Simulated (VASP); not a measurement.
Crystal: BeTe.

```
CELL_PARAMETERS angstrom
0.00000 2.83187 2.83187
2.83187 0.00000 2.83187
2.83187 2.83187 0.00000
ATOMIC_POSITIONS crystal
Be 0.00000 0.00000 0.00000
Te 0.25000 0.25000 0.25000
```

```yaml
Program: VASP 6.6.1
Task: relaxation of cell and atoms
Functional: PBEsol
Potentials_or_basis: VASP PAW PBE potentials, release 64 (Be, Te)
Cutoff: 600 eV
k_mesh: 8 × 8 × 8
Occupations: fermi-dirac, width 0.02 eV
Spin: no spin polarisation
```

At the start: pressure -1.6 GPa; volume 22.71 Å³/atom.

Problem. Where does the relaxation end?

Solution. Over 3 steps the energy falls by 3.1 meV/atom and the volume is 22.10 Å³/atom (-2.7 %); space group F-43m (No. 216, to 0.05 Å).

Step by step:
```csv
step,energy change (eV),largest force (eV/Å),pressure (GPa),volume (Å³)
1,0.0000,0.0000,-1.56,45.42
2,-0.0059,0.0000,0.29,43.98
3,-0.0061,0.0000,0.01,44.19
```

Final structure:
```cif
data_structure
_symmetry_space_group_name_H-M 'P 1'
_symmetry_Int_Tables_number 1
_cell_length_a 3.9684
_cell_length_b 3.9684
_cell_length_c 3.9684
_cell_angle_alpha 60.000
_cell_angle_beta 60.000
_cell_angle_gamma 60.000
_cell_volume 44.19
loop_
_atom_site_label
_atom_site_type_symbol
_atom_site_fract_x
_atom_site_fract_y
_atom_site_fract_z
_atom_site_occupancy
Be1 Be 0.00000 0.00000 0.00000 1
Te1 Te 0.25000 0.25000 0.25000 1
```

Caveat: the PAW data sets were made with another functional, which shifts forces and pressure a little.
